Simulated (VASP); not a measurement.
Set up this calculation in VASP 6.6.1, as the native input.

```yaml
Task: single point
Functional: PBEsol
Potentials_or_basis: VASP PAW PBE potentials, release 64 (O, Co, Pt)
Cutoff: 520 eV
k_mesh: 12 × 12 × 1
Occupations: gaussian, width 0.1 eV
Spin: no spin polarisation
Dipole_correction: yes
Further_INCAR_settings: ALGO = Normal; EDIFF = 1e-06; NBANDS = 41
```

The structure of CoPtO2 lies in POSCAR:

```
CoPtO2
1.0
    2.8101831228      0.0000000000      0.0000000000
   -1.4050915614      2.4336899736      0.0000000000
    0.0000000000      0.0000000000     24.8115356445
O Co Pt
4 2 2
Direct
    0.0000000000      0.0000000000      0.3034157119
    0.6666666667      0.3333333333      0.3792711176
    0.6666666667      0.3333333333      0.5394453273
    0.3333333333      0.6666666667      0.6176962792
    0.3333333333      0.6666666667      0.3389692976
    0.0000000000      0.0000000000      0.5789423418
    0.6666666667      0.3333333333      0.4591287832
    0.3333333333      0.6666666667      0.7006707234
```

These files were run (other wordings do the same):

INCAR

```
SYSTEM = CoPtO2
ALGO = Normal
DIPOL = 0.5 0.5 0.490
EDIFF = 1E-6
ENCUT = 520
GGA = PS
IDIPOL = 3
ISIF = 2
ISMEAR = 0
LASPH = .True.
LCHARG = .False.
LDIPOL = .True.
LREAL = .False.
LWAVE = .False.
NBANDS = 41
NELM = 100
PREC = Accurate
SIGMA = 0.1
```

KPOINTS

```
k-points
0
Gamma
  12 12 1
  0 0 0
```

Potentials or basis: VASP PAW PBE potentials, release 64 (O, Co, Pt).

The run is started by

```console
$ cat potpaw_PBE.64/O/POTCAR potpaw_PBE.64/Co/POTCAR potpaw_PBE.64/Pt/POTCAR > POTCAR
$ mpirun -np 1 vasp_std > vasp.out
```

Results of the run:

- Largest force: 0.043 eV/Å
- Band gap on the k mesh: zero (band 31 reaches 1.17 eV, above the bottom of band 32 at 0.24 eV)

Caveat: the PAW data sets were made with another functional, which shifts forces and pressure a little; spin-orbit coupling is left out, which moves the levels of the heavy elements; the run has no spin polarisation, though such a crystal can be magnetic; semilocal functionals often make such compounds metallic where correlation or magnetic order opens a gap, which also shifts bond lengths.

It took 3.6 min on 1 thread of Intel(R) Xeon(R) 6975P-C (Granite Rapids), with other jobs on the host, peak memory 0.39 GiB.
